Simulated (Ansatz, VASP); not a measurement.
Two plane-wave programs on TaN

```
Ta N
1.0
     3.15141    0.00000    0.00000
    -1.57571    2.72920    0.00000
     0.00000    0.00000    6.10292
Ta N
2 2
Direct
  0.33333 0.66667 0.03062
  0.66667 0.33333 0.53062
  0.33333 0.66667 0.35438
  0.66667 0.33333 0.85438
```

Alike in both runs: functional PBE; k mesh 6 × 6 × 4; occupations gaussian, width 0.1 eV; no spin polarisation.

Ansatz relaxed the structure, and its values are those at the end. VASP's run is a single point on that final structure, the one shown.

|  | VASP | Ansatz |
| --- | --- | --- |
| version | VASP 6.6.1 | Ansatz 0.2.0 |
| potentials or method | VASP PAW PBE potentials, release 64 (Ta_pv, N), cutoff 520 eV | scalar-relativistic, plane waves, PAW |
| valence electrons in the cell | 32 | 36 |

VASP gave:

```
gap on the k mesh at the Fermi level (eV) : none
pressure (GPa)                            : 0.6
rms of the force components (eV/Å)        : 0.017
```

Task: What did Ansatz give for the same quantities?

Result: gap on the k mesh at the Fermi level (eV): none; pressure (GPa): 0.0; rms of the force components (eV/Å): 0.006.

A gap of «none» marks a metal or a gap that the smearing closes. VASP's potentials hold 32 valence electrons a cell and Ansatz's 36, so a difference there can come from the potentials and not from the codes.

The k mesh is coarse, so the values compare programs but aren't converged. Spin-orbit coupling is off throughout.
